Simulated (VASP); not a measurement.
A run of VASP 6.6.1 is set up as follows.

Contents of INCAR:

```
PREC = Accurate
ENCUT = 520
EDIFF = 1E-7
ISMEAR = 1
SIGMA = 0.3
LREAL = F
LASPH = T
NELM = 60
ALGO = Normal
ISIF = 2
LWAVE = F
LCHARG = T
GGA = CA
LELF = T
LVHAR = T
NBANDS = 26
```

KPOINTS

```
Automatic mesh
0
Gamma
  8 8 8
```

File POSCAR:

```
In2Au
1.0
    0.0000000000      3.2510000000      3.2510000000
    3.2510000000      0.0000000000      3.2510000000
    3.2510000000      3.2510000000      0.0000000000
In Au
2 1
Direct
    0.2500000000      0.2500000000      0.2500000000
    0.7500000000      0.7500000000      0.7500000000
    0.0000000000      0.0000000000      0.0000000000
```

Potentials or basis: VASP PAW LDA potentials, release 64 (In_d, Au).

Launch:

```console
$ cat potpaw_LDA.64/In_d/POTCAR potpaw_LDA.64/Au/POTCAR > POTCAR
$ mpirun -np 1 vasp_std > vasp.out
```

(1) What does it give for the pressure?

## Answers

(1) -1.1 GPa.
